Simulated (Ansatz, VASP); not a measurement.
## SrTiO3 in VASP and in Ansatz

Contents of INCAR:

```
SYSTEM = SrTiO3
PREC = Accurate ; ENCUT = 520
EDIFF = 1E-6 ; ISMEAR = 0
SIGMA = 0.05 ; LREAL = .False.
LASPH = .True. ; NELM = 100
ALGO = Normal ; ISIF = 2
LWAVE = .False. ; LCHARG = .True.
GGA = PE ; LELF = .True.
LVHAR = .True. ; NBANDS = 28
```

File KPOINTS:

```
regular mesh
0
Gamma
  8 8 8
  0 0 0
```

File POSCAR:

```
SrTiO3
1.0
    3.9364035669      0.0000000000      0.0000000000
    0.0000000000      3.9364035669      0.0196820178
    0.0000000000      0.0196820178      3.9364035669
Sr Ti O
1 1 3
Direct
    0.0000000000      0.0000000000      0.0000000000
    0.5000000000      0.5000000000      0.5000000000
    0.0000000000      0.5000000000      0.5000000000
    0.5000000000      0.0000000000      0.5000000000
    0.5000000000      0.5000000000      0.0000000000
```

Input for Ansatz:

```yaml
crystal:
  lattice:
    - [3.9364035669, 0.0, 0.0]
    - [0.0, 3.9364035669, 0.0196820178]
    - [0.0, 0.0196820178, 3.9364035669]
  atoms:
    - { symbol: Sr, position: [0.0, 0.0, 0.0] }
    - { symbol: Ti, position: [0.5, 0.5, 0.5] }
    - { symbol: O, position: [0.0, 0.5, 0.5] }
    - { symbol: O, position: [0.5, 0.0, 0.5] }
    - { symbol: O, position: [0.5, 0.5, 0.0] }
basis:
  ecutwfc: 420
kpoints:
  mp_grid: { grid: [8, 8, 8] }
hamiltonian:
  xc: pbe
scf:
  occupations: { method: gaussian, width: 0.05 }
output:
  forces: true
  stress: true
  eigenvalues: true
```

Change from the starting cell: strain +0.0100 x Voigt [0, 0, 0, 1, 0, 0], atoms carried along.

Alike in both runs: task single point; functional PBE; k mesh 8 × 8 × 8; occupations gaussian, width 0.05 eV; no spin polarisation.

|  | VASP | Ansatz |
| --- | --- | --- |
| version | VASP 6.6.1 | Ansatz 0.2.0 |
| potentials or method | VASP PAW PBE potentials, release 64 (Sr_sv, Ti_sv, O), cutoff 520 eV | scalar-relativistic, plane waves, PAW |
| valence electrons in the cell | 40 | 40 |

```csv
,VASP,Ansatz,Ansatz less VASP
gap on the k mesh at the Fermi level (eV),1.79,1.82,+0.031
least direct gap on the mesh (eV),2.14,2.16,+0.021
pressure (GPa),0.7,0.0,-0.63
"traceless stress, the component that is largest in VASP (GPa)",-1.10,-1.10,+0.002
```
